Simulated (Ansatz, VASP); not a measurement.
## NaHgH2 in VASP and in Ansatz

Contents of INCAR:

```
ALGO = Normal
EDIFF = 1E-6
EDIFFG = -0.01
ENCUT = 600
GGA = PE
IBRION = 2
ISIF = 3
ISMEAR = 0
LASPH = T
LCHARG = F
LREAL = F
LWAVE = F
NELM = 60
NSW = 100
PREC = Accurate
SIGMA = 0.1
```

File KPOINTS:

```
k-points
0
Gamma
  14 14 10
```

The input POSCAR:

```
NaHgH2
1.0
    3.5416046976      0.0000000000      0.0000000000
    0.0000000000      3.5416046976      0.0000000000
    0.0000000000      0.0000000000      4.4363066984
Na Hg H
1 1 2
Direct
    0.0000000000      0.0000000000      0.0000000000
    0.5000000000      0.5000000000      0.5000000000
    0.0000000000      0.0000000000      0.5000000000
    0.5000000000      0.5000000000      0.0000000000
```

Input for Ansatz:

```yaml
crystal:
  lattice:
    - [3.5416046976, 0.0, 0.0]
    - [0.0, 3.5416046976, 0.0]
    - [0.0, 0.0, 4.4363066984]
  atoms:
    - { symbol: Na, position: [0.0, 0.0, 0.0] }
    - { symbol: Hg, position: [0.5, 0.5, 0.5] }
    - { symbol: H, position: [0.0, 0.0, 0.5] }
    - { symbol: H, position: [0.5, 0.5, 0.0] }
basis:
  ecutwfc: 420
kpoints:
  mp_grid: { grid: [14, 14, 10] }
hamiltonian:
  xc: pbe
scf:
  occupations: { method: gaussian, width: 0.1 }
output:
  forces: true
  stress: true
  eigenvalues: true
relax:
  adjacent_minimum: "off"
  f_tol: 0.01
  max_steps: 80
  cell: { stress_tol: 0.05 }
```

Alike in both runs: task relaxation of cell and atoms; functional PBE; k mesh 14 × 14 × 10; occupations gaussian, width 0.1 eV; no spin polarisation.

|  | VASP | Ansatz |
| --- | --- | --- |
| version | VASP 6.6.1 | Ansatz 0.2.0 |
| potentials or method | VASP PAW PBE potentials, release 64 (Na_pv, Hg, H), cutoff 600 eV | scalar-relativistic, plane waves, PAW |
| valence electrons in the cell | 21 | 31 |

Ansatz gave:

| Property | Result |
| --- | --- |
| gap on the k mesh at the Fermi level, each at its own relaxed structure (eV) | none |
| relaxed volume (Å³/atom) | 14.73 |
| relaxed cell length with the largest relative difference (Å) | 3.738 |

**Question.** What did VASP give for the same quantities?

**Answer.** gap on the k mesh at the Fermi level, each at its own relaxed structure (eV): none; relaxed volume (Å³/atom): 14.51; relaxed cell length with the largest relative difference (Å): 3.691.

A gap of «none» marks a metal or a gap that the smearing closes. VASP's potentials hold 21 valence electrons a cell and Ansatz's 31, so a difference there can come from the potentials and not from the codes.

Neither program's run includes spin-orbit coupling.
